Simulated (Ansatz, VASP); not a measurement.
## Two plane-wave programs on AlGa3N2

```
CELL_PARAMETERS angstrom
2.89880 0.00000 0.00000
0.00000 2.89880 0.00000
0.00000 0.00000 10.09281
ATOMIC_POSITIONS crystal
Al 0.50000 0.50000 0.50000
Ga 0.00000 0.00000 0.00000
Ga 0.00000 0.00000 0.74634
Ga 0.00000 0.00000 0.25366
N 0.50000 0.50000 0.68670
N 0.50000 0.50000 0.31330
```

Change from the starting cell: species swapped into the MgSc3Ru2 type (P4/mmm, No. 123).

Alike in both runs: functional PBE; k mesh 14 × 14 × 4; occupations gaussian, width 0.1 eV; no spin polarisation.

Ansatz relaxed the structure, and its values are those at the end. VASP's run is a single point on that final structure, the one shown.

```csv
,VASP,Ansatz
version,VASP 6.6.1,Ansatz 0.2.0
potentials or method,"VASP PAW PBE potentials, release 64 (Al, Ga_d, N), cutoff 520 eV","scalar-relativistic, plane waves, PAW"
valence electrons in the cell,52,52
```

Ansatz gave:

| Quantity | Value |
| --- | --- |
| gap on the k mesh at the Fermi level (eV) | none |
| pressure (GPa) | 0.0 |
| rms of the force components (eV/Å) | 0.000 |

Q: Which values does VASP return?

A: gap on the k mesh at the Fermi level (eV): none; pressure (GPa): 0.3; rms of the force components (eV/Å): 0.009.

A gap of «none» marks a metal or a gap that the smearing closes. The functional is the same, so the differences come from potentials, cutoffs and numerics.
